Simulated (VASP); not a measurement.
Input of a VASP 6.6.1 run:

The input INCAR:

```
PREC     = Accurate       # precision mode
ENCUT    = 600            # plane-wave cutoff, eV
EDIFF    = 1E-6           # SCF threshold, eV
ISMEAR   = 0              # smearing method
SIGMA    = 0.01           # smearing width, eV
LREAL    = F              # projectors in reciprocal space
LASPH    = T              # aspherical terms in the spheres
NELM     = 80             # most SCF steps
ALGO     = Normal         # electronic algorithm
ISIF     = 3              # what is computed and relaxed
LWAVE    = F              # write WAVECAR
LCHARG   = F              # write CHGCAR
GGA      = PE             # functional
IBRION   = 2              # ionic algorithm
NSW      = 100            # ionic steps
EDIFFG   = -0.01          # ionic threshold
```

KPOINTS

```
regular mesh
0
Gamma
  6 6 6
```

File POSCAR:

```
AlVC4N4
1.0
    5.7873913178      0.0000000000      0.0000000000
    0.0000000000      5.7873913178      0.0000000000
    0.0000000000      0.0000000000      5.7873913178
Al V C N
1 1 4 4
Direct
    0.5000000000      0.5000000000      0.5000000000
    0.0000000000      0.0000000000      0.0000000000
    0.1980106434      0.1980106434      0.1980106434
    0.1980106434      0.8019893566      0.8019893566
    0.8019893566      0.1980106434      0.8019893566
    0.8019893566      0.8019893566      0.1980106434
    0.3164674182      0.3164674182      0.3164674182
    0.3164674182      0.6835325818      0.6835325818
    0.6835325818      0.3164674182      0.6835325818
    0.6835325818      0.6835325818      0.3164674182
```

Potentials or basis: VASP PAW PBE potentials, release 64 (Al, V_sv, C, N).

Run with:

```bash
$ cat potpaw_PBE.64/Al/POTCAR potpaw_PBE.64/V_sv/POTCAR potpaw_PBE.64/C/POTCAR potpaw_PBE.64/N/POTCAR > POTCAR
$ mpirun -np 1 vasp_std > vasp.out
```

Problem. Predict the relaxed cell.

Solution. a = 5.785 Å, b = 5.785 Å, c = 5.785 Å, α = 90.00°, β = 90.00°, γ = 90.00°.

Problem. Predict the space group after relaxing (to 0.1 Å).

Solution. P-43m (No. 215).

Forces in eV/Å, atoms in the order of the input:
```
Al   0.000  0.000  0.000
V    0.000  0.000  0.000
C    0.003  0.003  0.003
C    0.003 -0.003 -0.003
C   -0.003  0.003 -0.003
C   -0.003 -0.003  0.003
N    0.005  0.005  0.005
N    0.005 -0.005 -0.005
N   -0.005  0.005 -0.005
N   -0.005 -0.005  0.005
```
